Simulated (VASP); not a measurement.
# ZnS (F-43m) in VASP: a series of runs, part 2 of 2

VASP 6.6.1.

## 3. Vibrations by perturbation theory, PBE

This run uses another cell than the first one, of 18.19 Å³/atom, 0.971 times its volume.

Contents of INCAR:

```
SYSTEM = ZnS
PREC     = Accurate       ! precision mode
ENCUT    = 520            ! plane-wave cutoff, eV
EDIFF    = 1E-8           ! SCF threshold, eV
ISMEAR   = 0              ! smearing method
SIGMA    = 0.01           ! smearing width, eV
LREAL    = .FALSE.        ! projectors in reciprocal space
LASPH    = .TRUE.         ! aspherical terms in the spheres
NELM     = 100            ! most SCF steps
ALGO     = Normal         ! electronic algorithm
ISIF     = 2              ! what is computed and relaxed
LWAVE    = .FALSE.        ! write WAVECAR
LCHARG   = .FALSE.        ! write CHGCAR
GGA      = PE             ! functional
IBRION   = 8              ! ionic algorithm
NSW      = 1              ! ionic steps
LEPSILON = .TRUE.         ! dielectric tensor by DFPT
```

Contents of KPOINTS:

```
Automatic mesh
0
G
  10 10 10
  0 0 0
```

Contents of POSCAR:

```
ZnS
1.0
    0.0000000000      2.6299621519      2.6299621519
    2.6299621519      0.0000000000      2.6299621519
    2.6299621519      2.6299621519      0.0000000000
Zn S
1 1
Direct
    0.0000000000      0.0000000000      0.0000000000
    0.7500000000      0.7500000000      0.7500000000
```

Potentials or basis: VASP PAW PBE potentials, release 64 (Zn, S).

Run with:

```bash
$ cat potpaw_PBE.64/Zn/POTCAR potpaw_PBE.64/S/POTCAR > POTCAR
$ mpirun -np 1 vasp_std > vasp.out
```

OUTCAR:

```text
SYSTEM = ZnS
   PREC = Accurate
   ENCUT = 520
   EDIFF = 1E-8
   ISMEAR = 0
   LREAL = .FALSE.
   LASPH = .TRUE.
   NELM = 100
   ISIF = 2
   GGA = PE
   IBRION = 8
   NSW = 1
   LEPSILON = .TRUE.

 ion  position               nearest neighbor table
   1  0.000  0.000  0.000-   2 2.28   2 2.28   2 2.28   2 2.28
   2  0.750  0.750  0.750-   1 2.28   1 2.28   1 2.28   1 2.28

  LATTYP: Found a face centered cubic cell.
 ALAT       =     5.2599243038

  Lattice vectors:

 A1 = (   0.0000000000,   2.6299621519,   2.6299621519)
 A2 = (   2.6299621519,   0.0000000000,   2.6299621519)
 A3 = (   2.6299621519,   2.6299621519,   0.0000000000)

Analysis of symmetry for initial positions (statically):
=====================================================================
 Subroutine PRICEL returns:
 Original cell was already a primitive cell.

 Routine SETGRP: Setting up the symmetry group for a
 face centered cubic supercell.

 Subroutine GETGRP returns: Found 24 space group operations
 (whereof 24 operations were pure point group operations)
 out of a pool of 48 trial point group operations.

The static configuration has the point symmetry T_d .

Analysis of symmetry for dynamics (positions and initial velocities):
=====================================================================
 Subroutine PRICEL returns:
 Original cell was already a primitive cell.

 Routine SETGRP: Setting up the symmetry group for a
 face centered cubic supercell.
[... 642 lines left out ...]

 PIEZOELECTRIC TENSOR (including local field effects)  for field in x, y, z        (C/m^2)
          XX          YY          ZZ          XY          YZ          ZX
  --------------------------------------------------------------------------------
  x     0.00000     0.00000     0.00000     0.00000     0.64975     0.00000
  y     0.00000     0.00000     0.00000     0.00000     0.00000     0.64975
  z     0.00000     0.00000     0.00000     0.64975     0.00000     0.00000

 BORN EFFECTIVE CHARGES (including local field effects) (in |e|, cummulative output)
 ---------------------------------------------------------------------------------
 ion    1
    1     1.89886     0.00000    -0.00000
    2     0.00000     1.89886    -0.00000
    3     0.00000    -0.00000     1.89886
 ion    2
    1    -1.89886    -0.00000     0.00000
    2     0.00000    -1.89886     0.00000
    3    -0.00000     0.00000    -1.89886

 INTERNAL STRAIN TENSOR FOR ION    2 for displacements in x,y,z  (eV/Angst):
          X           Y           Z          XY          YZ          ZX
  --------------------------------------------------------------------------------
  x     0.00000     0.00000     0.00000     0.00000     8.80268     0.00000
  y     0.00000     0.00000     0.00000     0.00000     0.00000     8.80268
  z     0.00000     0.00000     0.00000     8.80268     0.00000     0.00000

 SECOND DERIVATIVES (NOT SYMMETRIZED)
 ------------------------------------
               1X          1Y          1Z          2X          2Y          2Z
  1X    -7.649002    0.000000    0.000000    7.649002    0.000000    0.000000
  1Y     0.000000   -7.649002    0.000000    0.000000    7.649002    0.000000
  1Z     0.000000    0.000000   -7.649002    0.000000    0.000000    7.649002
  2X     7.668210    0.000000    0.000000   -7.668210    0.000000    0.000000
  2Y     0.000000    7.668210    0.000000    0.000000   -7.668210    0.000000
  2Z     0.000000    0.000000    7.668210    0.000000    0.000000   -7.668210

 Eigenvectors and eigenvalues of the dynamical matrix
 ----------------------------------------------------

   1 f  =    9.329213 THz    58.617172 2PiTHz  311.189038 cm-1    38.582506 meV
             X         Y         Z           dx          dy          dz
      0.000000  0.000000  0.000000     0.000000    0.573129    0.000000
      3.944943  3.944943  3.944943     0.000000   -0.819465    0.000000
[... 21 lines left out ...]
   6 f/i=    0.005495 THz     0.034524 2PiTHz    0.183282 cm-1     0.022724 meV
             X         Y         Z           dx          dy          dz
      0.000000  0.000000  0.000000     0.000000    0.000000    0.819465
      3.944943  3.944943  3.944943     0.000000    0.000000    0.573129

--------------------------------------------------------------------------------------------------------

 MACROSCOPIC STATIC DIELECTRIC TENSOR IONIC CONTRIBUTION
 ------------------------------------------------------
           2.341647     0.000000     0.000000
           0.000000     2.341647     0.000000
           0.000000     0.000000     2.341647
 ------------------------------------------------------

 ELASTIC MODULI CONTR FROM IONIC RELAXATION (kBar)
 Direction    XX          YY          ZZ          XY          YZ          ZX
 --------------------------------------------------------------------------------
 XX          -0.0000      0.0000      0.0000      0.0000      0.0000      0.0000
 YY           0.0000     -0.0000     -0.0000     -0.0000      0.0000     -0.0000
 ZZ           0.0000     -0.0000     -0.0000      0.0000     -0.0000     -0.0000
 XY           0.0000     -0.0000      0.0000   -445.0495     -0.0000     -0.0000
 YZ           0.0000      0.0000     -0.0000     -0.0000   -445.0495     -0.0000
 ZX           0.0000     -0.0000     -0.0000     -0.0000     -0.0000   -445.0495
 --------------------------------------------------------------------------------

 PIEZOELECTRIC TENSOR IONIC CONTR  for field in x, y, z        (C/m^2)
          XX          YY          ZZ          XY          YZ          ZX
  --------------------------------------------------------------------------------
  x     0.00000     0.00000    -0.00000    -0.00000    -0.96059    -0.00000
  y     0.00000    -0.00000    -0.00000    -0.00000    -0.00000    -0.96059
  z     0.00000    -0.00000     0.00000    -0.96059    -0.00000    -0.00000
```

OSZICAR:

```text
N       E                     dE             d eps       ncg     rms          rms(c)
DAV:   1     0.882906769497E+02    0.88291E+02   -0.93807E+03  1222   0.171E+03
DAV:   2    -0.117246844692E+01   -0.89463E+02   -0.85190E+02  1277   0.281E+02
DAV:   3    -0.710806675460E+01   -0.59356E+01   -0.59057E+01  1537   0.744E+01
[... 177 lines left out ...]
RMM:   7    -0.105634375804E+00   -0.88405E-05   -0.17920E-07  7320   0.235E-03    0.825E-04
RMM:   8    -0.105630548752E+00    0.38271E-05    0.27690E-08  7647   0.784E-04    0.928E-05
RMM:   9    -0.105629311731E+00    0.12370E-05    0.37336E-09  7851   0.297E-04    0.124E-04
RMM:  10    -0.105629945245E+00   -0.63351E-06   -0.25676E-08  7594   0.126E-04    0.148E-05
RMM:  11    -0.105630040257E+00   -0.95011E-07   -0.19866E-08  8226   0.458E-05    0.118E-05
RMM:  12    -0.105630035856E+00    0.44007E-08   -0.13190E-08  7748   0.164E-05    0.106E-06
 Linear response finished
```

stdout:

```text
POSCAR found type information on POSCAR ZnS
 POSCAR found :  2 types and       2 ions
 scaLAPACK will be used
 LDA part: xc-table for (Slater+PW92), standard interpolation
 POSCAR, INCAR and KPOINTS ok, starting setup
 FFT: planning ... GRIDC
 FFT: planning ... GRID_SOFT
 FFT: planning ... GRID
 WAVECAR not read
 entering main loop
[... 23 lines left out ...]
  Direction:   3
 dielectric tensor                  component  3 :     0.744     0.906     5.910
 Linear response DOF=           2
 Linear response progress:
 first order change of Fermi-energy  -0.26075E+00
 force on displaced ion       1 direction 1 :  -7.649  -0.000  -0.000
 Born effective charge ion    1 direction 1 :   1.897   0.000   0.000
 Linear response progress:
 first order change of Fermi-energy   0.26105E+00
 force on displaced ion       2 direction 1 :  -7.668   0.000   0.000
 Born effective charge ion    2 direction 1 :  -1.900   0.000   0.000
 Born effective charges drift removed
 Linear response finished
```

Run time: 9.5 min. Hardware: 1 thread of Intel Xeon Platinum 8259CL at 2.50GHz (Skylake/Cascade Lake), shared host; peak memory 0.34 GiB.

What came out:

```yaml
Electronic_dielectric_tensor_diagonal: 5.91
Born_charges_mean_of_the_diagonal: Zn +1.90; S -1.90 e
Highest_phonon_frequency_at_Γ_LO-TO_splitting_left_out: 311 cm⁻¹
```

Phonon frequencies in cm⁻¹ (negative: imaginary):
```
              q point        frequencies
(0.000, 0.000, 0.000)  0 0 0 311 311 311
```

Electronic dielectric tensor:
```
5.91 0.00 0.00
0.00 5.91 0.00
0.00 0.00 5.91
```

Born effective charge tensors (e):
atom 1, Zn
```
1.90 0.00 0.00
0.00 1.90 0.00
0.00 0.00 1.90
```
atom 2, S
```
-1.90  0.00  0.00
 0.00 -1.90  0.00
 0.00  0.00 -1.90
```

Caveat: the cell wasn't relaxed at this level first, which shifts response properties.
